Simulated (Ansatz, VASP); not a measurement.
HfO2: VASP beside Ansatz

Contents of POSCAR:

```
HfO2
1.0
    0.0000000000      2.5575000000      2.5575000000
    2.5575000000      0.0000000000      2.5575000000
    2.5575000000      2.5575000000      0.0000000000
Hf O
1 2
Direct
   -0.0244379277      0.0244379277      0.0244379277
    0.2500000000      0.2500000000      0.2500000000
    0.7500000000      0.7500000000      0.7500000000
```

File INCAR.step1:

```
SYSTEM = HfO2
PREC = Accurate
ENCUT = 520
ISMEAR = 0
SIGMA = 0.05
LREAL = .False.
LASPH = .True.
NELM = 80
NBANDS = 18
GGA = PE
ALGO = Normal
EDIFF = 1E-4
LWAVE = .True.
LCHARG = .False.
```

The input INCAR.step2:

```
SYSTEM = HfO2
PREC = Accurate
ENCUT = 520
EDIFF = 1E-6
ISMEAR = 0
SIGMA = 0.05
LREAL = .False.
LASPH = .True.
NELM = 80
ALGO = Normal
ISIF = 2
LWAVE = .False.
LCHARG = .False.
METAGGA = R2SCAN
LMIXTAU = .True.
NBANDS = 18
ISTART = 1
```

File KPOINTS:

```
Automatic mesh
0
Gamma
  8 8 8
  0 0 0
```

Input for Ansatz:

```yaml
crystal:
  lattice:
    - [0.0, 2.5575, 2.5575]
    - [2.5575, 0.0, 2.5575]
    - [2.5575, 2.5575, 0.0]
  atoms:
    - { symbol: Hf, position: [-0.0244379277, 0.0244379277, 0.0244379277] }
    - { symbol: O, position: [0.25, 0.25, 0.25] }
    - { symbol: O, position: [0.75, 0.75, 0.75] }
basis:
  ecutwfc: 500
kpoints:
  mp_grid: { grid: [8, 8, 8] }
hamiltonian:
  xc: r2scan
scf:
  occupations: { method: gaussian, width: 0.05 }
output:
  forces: true
  stress: true
  eigenvalues: true
```

Change from the starting cell: all Hf atoms moved +0.125 Å, as atom 1 along Cartesian [1 0 0].

Alike in both runs: task single point; functional r2SCAN; k mesh 8 × 8 × 8; occupations gaussian, width 0.05 eV; no spin polarisation.

|  | VASP | Ansatz |
| --- | --- | --- |
| version | VASP 6.6.1 | Ansatz 0.2.0 |
| potentials or method | VASP PAW PBE potentials, release 64 (Hf_pv, O), cutoff 520 eV | scalar-relativistic, plane waves, PAW |
| valence electrons in the cell | 22 | 38 |

|  | VASP | Ansatz | Ansatz less VASP |
| --- | --- | --- | --- |
| gap on the k mesh at the Fermi level (eV) | 4.22 | 4.23 | +0.006 |
| least direct gap on the mesh (eV) | 4.22 | 4.23 | +0.006 |
| pressure (GPa) | -10.4 | -6.9 | +3.58 |
| traceless stress, the component that is largest in VASP (GPa) | 0.24 | 0.19 | -0.055 |
| rms of the force components (eV/Å) | 0.217 | 0.242 | +0.0250 |

VASP's potentials were made for PBE, not for r2SCAN. Atom by atom the forces differ by 0.025 eV/Å (rms over components). VASP's potentials hold 22 valence electrons a cell and Ansatz's 38, so a difference there can come from the potentials and not from the codes.

Spin-orbit coupling is off throughout.
